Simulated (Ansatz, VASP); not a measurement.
**CaB6 in VASP and in Ansatz**

```xyz
7
Lattice="4.2280 0.0000 0.0000 0.0000 4.2280 0.0000 0.0000 0.0000 4.2280" Properties=species:S:1:pos:R:3 pbc="T T T"
Ca    2.1140    2.1140    2.1140
B     0.0000    0.0000    1.2615
B     0.0000    0.0000    2.9665
B     1.2615    0.0000    0.0000
B     2.9665    0.0000    0.0000
B     0.0000    1.2615    0.0000
B     0.0000    2.9665    0.0000
```

Alike in both runs: task single point; functional PBE; k mesh 6 × 6 × 6; occupations fermi-dirac, width 0.02 eV; no spin polarisation.

|  | VASP | Ansatz |
| --- | --- | --- |
| version | VASP 6.6.1 | Ansatz 0.2.0 |
| potentials or method | VASP PAW PBE potentials, release 64 (Ca_sv, B) | plane waves, PAW |
| plane-wave cutoff (eV) | 520 | 420 |
| valence electrons in the cell | 28 | 28 |

```tsv
	VASP	Ansatz	Ansatz less VASP
pressure (GPa)	-8.0	-8.1	-0.08
rms of the force components (eV/Å)	0.144	0.150	+0.0061
```

Atom by atom the forces differ by 0.006 eV/Å (rms over components).
